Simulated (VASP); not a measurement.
# V (P-1) in VASP: single point with RPBE+D4+U

Aim: the single point of V with RPBE+D4+U.

Program: VASP 6.6.1. These are calculated values, not measurements. Logs are shortened: lines on timing, memory, paths and dates and some standing lists are left out, and cuts for length are marked.

### Step 1. The cell of the first run

The typed cell holds 1 atom: a = 2.618 Å, b = 2.601 Å, c = 2.688 Å, α = 112.45°, β = 111.06°, γ = 105.81°.

### Step 2. Single point, RPBE+D4+U, collinear spin, ferromagnetic start (the cell strained at random)

Input file INCAR:

```
SYSTEM = V
PREC = Accurate
ENCUT = 520
EDIFF = 1E-6
ISMEAR = 1
SIGMA = 0.1
LREAL = .False.
LASPH = .True.
NELM = 150
ALGO = Fast
ISIF = 2
LWAVE = .False.
LCHARG = .False.
ISPIN = 2
MAGMOM = 2
LORBIT = 11
LMAXMIX = 4
LDAU = .True.
LDAUTYPE = 2
LDAUL = 2
LDAUU = 6.2
LDAUJ = 0
LDAUPRINT = 1
GGA = RP
IVDW = 13
NBANDS = 16
```

Input file KPOINTS:

```
regular mesh
0
Gamma
  9 9 9
  0 0 0
```

Input file POSCAR:

```
V
1.0
   -1.4796750000      1.4710910000      1.5810960000
    1.4323860000     -1.5033530000      1.5660690000
    1.5083930000      1.5320710000     -1.6133580000
V
1
Direct
   -0.0056470000     -0.0494950000     -0.0300580000
```

Potentials or basis: VASP PAW PBE potentials, release 64 (V_sv).

Command:

```
$ cat potpaw_PBE.64/V_sv/POTCAR > POTCAR
$ mpirun -np 1 vasp_std > vasp.out
```

OUTCAR:

```text
SYSTEM = V
   PREC = Accurate
   ENCUT = 520
   EDIFF = 1E-6
   ISMEAR = 1
   LREAL = .False.
   LASPH = .True.
   NELM = 150
   ISIF = 2
   ISPIN = 2
   LORBIT = 11
   GGA = RP
   IVDW = 13

 ion  position               nearest neighbor table
   1  0.994  0.951  0.970-

  LATTYP: Found a triclinic cell.
 ALAT       =     2.6880132120
 B/A-ratio  =     1.5790804674
 C/A-ratio  =     0.9739171247
 COS(alpha) =     0.0053543282
 COS(beta)  =     0.3593868767
 COS(gamma) =     0.8109521569

  Lattice vectors:

 A1 = (   1.5083930000,   1.5320710000,  -1.6133580000)
 A2 = (   2.9694970000,   3.0318800000,  -0.0795510000)
 A3 = (   1.4796750000,  -1.4710910000,  -1.5810960000)

Analysis of symmetry for initial positions (statically):
=====================================================================
 Subroutine PRICEL returns:
 Original cell was already a primitive cell.

 Routine SETGRP: Setting up the symmetry group for a
 triclinic supercell.

 Subroutine GETGRP returns: Found  2 space group operations
 (whereof  1 operations were pure point group operations)
 out of a pool of  2 trial point group operations.

The static configuration has the point symmetry C_1 .
 The point group associated with its full space group is S_2 .

Analysis of symmetry for dynamics (positions and initial velocities):
=====================================================================
 Subroutine PRICEL returns:
 Original cell was already a primitive cell.

 Routine SETGRP: Setting up the symmetry group for a
 triclinic supercell.

 Subroutine GETGRP returns: Found  2 space group operations
 (whereof  1 operations were pure point group operations)
 out of a pool of  2 trial point group operations.

The dynamic configuration has the point symmetry C_1 .
 The point group associated with its full space group is S_2 .

Analysis of structural, dynamic, and magnetic symmetry:
=====================================================================
 Subroutine PRICEL returns:
 Original cell was already a primitive cell.

 Routine SETGRP: Setting up the symmetry group for a
 triclinic supercell.

 Subroutine GETGRP returns: Found  2 space group operations
 (whereof  1 operations were pure point group operations)
 out of a pool of  2 trial point group operations.

The overall configuration has the point symmetry C_1 .
 The point group associated with its full space group is S_2 .

 Subroutine INISYM returns: Found  2 space group operations
 (whereof  1 operations are pure point group operations),
 and found     1 'primitive' translations

----------------------------------------------------------------------------------------

                                     Primitive cell

  volume of cell :      13.8912

  direct lattice vectors                    reciprocal lattice vectors
    -1.479675000  1.471091000  1.581096000     0.001880166  0.336415188  0.321223176
     1.432386000 -1.503353000  1.566069000     0.345237258  0.000167830  0.322935512
     1.508393000  1.532071000 -1.613358000     0.336960606  0.329850871  0.008444482

  length of vectors
     2.617902098  2.600840635  2.688013212     0.465148409  0.472732627  0.471609326

  position of ions in fractional coordinates (direct lattice)
     0.994353000  0.950505000  0.969942000

  ion indices of the primitive-cell ions
   primitive index   ion index
                 1           1

----------------------------------------------------------------------------------------

[... 62 lines left out ...]
   ICHARG =      2    charge: 1-file 2-atom 10-const
   ISPIN  =      2    spin polarized calculation?
   LNONCOLLINEAR =      F non collinear calculations
   LSORBIT =      F    spin-orbit coupling
   LASPH  =      T    aspherical Exc in radial PAW
   ENCUT  =  520.0 eV  38.22 Ry    6.18 a.u.   4.87  4.84  5.00*2*pi/ulx,y,z
   NELM   =    150;   NELMIN=  2; NELMDL= -5     # of ELM steps
   EDIFF  = 0.1E-05   stopping-criterion for ELM
   LREAL  =      F    real-space projection
   EDIFFG = 0.1E-04   stopping-criterion for IOM
   NSW    =      0    number of steps for IOM
   IBRION =     -1    ionic relax: 0-MD 1-quasi-New 2-CG
   NFREE  =      0    steps in history (QN), initial steepest desc. (CG)
   ISIF   =      2    stress and relaxation
   ISYM   =      2    0-nonsym 1-usesym 2-fastsym
   POTIM  = 0.5000    time-step for ionic-motion
   TEBEG  =    0.0;   TEEND  =   0.0 temperature during run
   PSTRESS=    0.0 pullay stress
   NELECT =      13.0000    total number of electrons
   NUPDOWN=      -1.0000    fix difference up-down
   EMIN   =  10.00;   EMAX   =-10.00  energy-range for DOS
   EFERMI =   0.00;   METHOD = LEGACY
   ISMEAR =     1;   SIGMA  =   0.10  broadening in eV -4-tet -1-fermi 0-gaus
   EFERMI_NEDOS =   21; number of points for ismear=-14 and -15
   IALGO  =     68    algorithm
   IMIX   =      4    mixing-type and parameters
     AMIX     =   0.40;   BMIX     =  1.00
     AMIX_MAG =   1.60;   BMIX_MAG =  1.00
  volume/ion in A,a.u.               =      13.89        93.74
  Fermi-wavevector in a.u.,A,eV,Ry     =   1.601314  3.026044 34.888130  2.564205
  Thomas-Fermi vector in A             =   2.698312
   LORBIT       =     11    0 simple, 1 ext, 2 COOP (PROOUT), +10 PAW based schemes
 LDA+U is selected, type is set to LDAUTYPE =  2
   angular momentum for each species LDAUL =     2
   U (eV)           for each species LDAUU =   6.2
   J (eV)           for each species LDAUJ =   0.0
   GGA     = RP    functional components
   LHFCALC =     F    Hartree Fock is set to
   AEXX    =    0.0000 exact exchange contribution
   IVDW    =    13    specifies the selected vdW correction
   LEPSILON=     F    determine dielectric tensor
   LRPA    =     F    only Hartree local field effects (RPA)
 spin polarized calculation
 RMM-DIIS sequential band-by-band and
 Methfessel and Paxton  Order N= 1 SIGMA  =   0.10
  energy-cutoff  :      520.00
  volume of cell :       13.89
 maximum number of plane-waves:       390
   NGX =  9   NGY =  9   NGZ =  9

atom =   1  type =  1  l = 2

 onsite density matrix

spin component  1

  0.7477 -0.0086  0.0024 -0.0067 -0.0049
 -0.0086  0.7142  0.0177 -0.0029  0.0012
  0.0024  0.0177  0.1451  0.0160 -0.0014
 -0.0067 -0.0029  0.0160  0.7405 -0.0041
 -0.0049  0.0012 -0.0014 -0.0041  0.1566

spin component  2

  0.0510 -0.0048  0.0015 -0.0037  0.0004
 -0.0048  0.0380  0.0003  0.0025 -0.0033
  0.0015  0.0003  0.1887  0.0009 -0.0015
 -0.0037  0.0025  0.0009  0.0408  0.0039
  0.0004 -0.0033 -0.0015  0.0039  0.2001

 occupancies and eigenvectors

  o =  0.0359  v =  0.0000  0.0000  0.0000  0.0000  0.0000  0.2143  0.9192 -0.0019 -0.3294  0.0259      0.0000  0.0000  0.0000  0.0000  0.0000  0.0000  0.0000  0.0000  0.0000  0.0000
  o =  0.0398  v =  0.0000  0.0000  0.0000  0.0000  0.0000 -0.3908 -0.2288  0.0101 -0.8913  0.0184      0.0000  0.0000  0.0000  0.0000  0.0000  0.0000  0.0000  0.0000  0.0000  0.0000
  o =  0.0540  v =  0.0000  0.0000  0.0000  0.0000  0.0000  0.8951 -0.3199 -0.0069 -0.3105 -0.0015      0.0000  0.0000  0.0000  0.0000  0.0000  0.0000  0.0000  0.0000  0.0000  0.0000
  o =  0.1440  v = -0.0038 -0.0313  0.9938 -0.0262  0.1038  0.0000  0.0000  0.0000  0.0000  0.0000      0.0000  0.0000  0.0000  0.0000  0.0000  0.0000  0.0000  0.0000  0.0000  0.0000
  o =  0.1567  v = -0.0088 -0.0013  0.1036 -0.0099 -0.9945  0.0000  0.0000  0.0000  0.0000  0.0000      0.0000  0.0000  0.0000  0.0000  0.0000  0.0000  0.0000  0.0000  0.0000  0.0000
  o =  0.1885  v =  0.0000  0.0000  0.0000  0.0000  0.0000 -0.0108  0.0007 -0.9923 -0.0092 -0.1231      0.0000  0.0000  0.0000  0.0000  0.0000  0.0000  0.0000  0.0000  0.0000  0.0000
  o =  0.2004  v =  0.0000  0.0000  0.0000  0.0000  0.0000  0.0017 -0.0201 -0.1233  0.0235  0.9919      0.0000  0.0000  0.0000  0.0000  0.0000  0.0000  0.0000  0.0000  0.0000  0.0000
  o =  0.7121  v = -0.2559 -0.9560 -0.0349 -0.1391  0.0012  0.0000  0.0000  0.0000  0.0000  0.0000      0.0000  0.0000  0.0000  0.0000  0.0000  0.0000  0.0000  0.0000  0.0000  0.0000
  o =  0.7386  v = -0.4098  0.2385 -0.0183 -0.8802  0.0102  0.0000  0.0000  0.0000  0.0000  0.0000      0.0000  0.0000  0.0000  0.0000  0.0000  0.0000  0.0000  0.0000  0.0000  0.0000
  o =  0.7528  v =  0.8755 -0.1680 -0.0134 -0.4529 -0.0044  0.0000  0.0000  0.0000  0.0000  0.0000      0.0000  0.0000  0.0000  0.0000  0.0000  0.0000  0.0000  0.0000  0.0000  0.0000

 number of electron      13.0000001 magnetization       2.1815762

 Free energy of the ion-electron system (eV)
  ---------------------------------------------------
  ext. energy  EPLUGINS =         0.00000000
  ---------------------------------------------------
  free energy    TOTEN  =        -2.74691512 eV

  energy without entropy =       -2.74706991  energy(sigma->0) =       -2.74696672

 E-fermi :  10.8829     XC(G=0): -12.4950

 val. band max:       10.8825736438   @ k =   0.2222   0.3333   0.3333
 cond. band min:      10.8830989100   @ k =   0.2222   0.2222   0.2222
 fundamental gap:      0.0005252662
 Fermi energy:        10.8828608570

 spin component 1

 k-point     1 :       0.0000    0.0000    0.0000
  band No.  band energies     occupation
      1     -54.7552      1.00000
      2     -28.0833      1.00000
      3     -28.0521      1.00000
      4     -28.0256      1.00000
      5       2.5565      1.00000
      6       7.4594      1.00000
[... 895 lines left out ...]
      5       7.1318      1.00000
      6      11.7638     -0.00000
[... 8 lines left out ...]
     15      36.4317      0.00000
     16      38.1810      0.00000

 [... further k-points ...]

------------------------ aborting loop because EDIFF is reached ----------------------------------------

  DFT-D4 for vdW energy calculation

  Edisp (eV):   -0.58386

  FORCE on cell =-STRESS in cart. coord.  units (eV):
  Direction    XX          YY          ZZ          XY          YZ          ZX
  --------------------------------------------------------------------------------------
  -------------------------------------------------------------------------------------
  Total       4.43004     4.08973     3.43227    -0.15346     0.16870     0.27836
  in kB     510.95092   471.70130   395.87050   -17.69997    19.45703    32.10496
  external pressure =      459.51 kB  Pullay stress =        0.00 kB

 VOLUME and BASIS-vectors are now :
 -----------------------------------------------------------------------------
  energy-cutoff  :      520.00
  volume of cell :       13.89
      direct lattice vectors                 reciprocal lattice vectors
    -1.479675000  1.471091000  1.581096000     0.001880166  0.336415188  0.321223176
     1.432386000 -1.503353000  1.566069000     0.345237258  0.000167830  0.322935512
     1.508393000  1.532071000 -1.613358000     0.336960606  0.329850871  0.008444482

 POSITION                                       TOTAL-FORCE (eV/Angst)
 -----------------------------------------------------------------------------------
      1.35322      1.51986      1.49586         0.000000      0.000000     -0.000000
 -----------------------------------------------------------------------------------
    total drift:                                0.000015     -0.000012      0.000048

  FREE ENERGIE OF THE ION-ELECTRON SYSTEM (eV)
  ---------------------------------------------------
  free  energy   TOTEN  =        -3.3307734460 eV

  energy  without entropy=       -3.3309282351  energy(sigma->0) =       -3.33082504

 total charge

# of ion       s       p       d       tot
------------------------------------------
    1        2.349   6.257   2.998  11.603

 magnetization (x)

# of ion       s       p       d       tot
------------------------------------------
    1        0.001   0.056   1.975   2.033
```

Wall time 3.6 min (1 thread of Intel Xeon 6975P-C (Granite Rapids), shared host); peak memory 0.23 GiB.

Results:

| Item | Value |
| --- | --- |
| Free energy | -3.3308 eV |
| Pressure | 46.0 GPa |
| Net moment | 2.18 μB per cell |
| Site moments | V +2.03 μB |
| Valence electrons inside the program's atomic spheres | V 11.60 |
| Dispersion energy per atom | -0.584 eV |

Stress tensor (GPa, compression positive):
```
51.10 -1.77  3.21
-1.77 47.17  1.95
 3.21  1.95 39.59
```

Levels at points of the mesh, in eV from the Fermi level:
Spin up:
```
           k point  band 5  band 6  band 7  band 8  band 9  band 10
(0.00, 0.00, 0.00)   -8.33   -3.42   -3.24   -2.87    2.75     3.33
```
Spin down:
```tsv
k point	band 2	band 3	band 4	band 5	band 6	band 7	band 8	band 9	band 10
(0.00, 0.00, 0.00)	-37.07	-37.04	-36.98	-7.42	3.05	3.26	3.42	3.77	3.88
```

Eigenvalues of the final occupation matrices:
| site | spin | trace | eigenvalues |
| --- | --- | --- | --- |
| site 1 d | 1 | 2.50 | 0.14 0.16 0.71 0.74 0.75 |
| site 1 d | 2 | 0.52 | 0.04 0.04 0.05 0.19 0.20 |

Caveat: the cell differs from its parent crystal (the cell strained at random); the stress differs along the axes, from 40 to 51 GPa; the PAW data sets were made with another functional, which shifts forces and pressure a little; the U is typed as a test and isn't derived for this compound. The state reached can hang on the start; a lower one may exist.
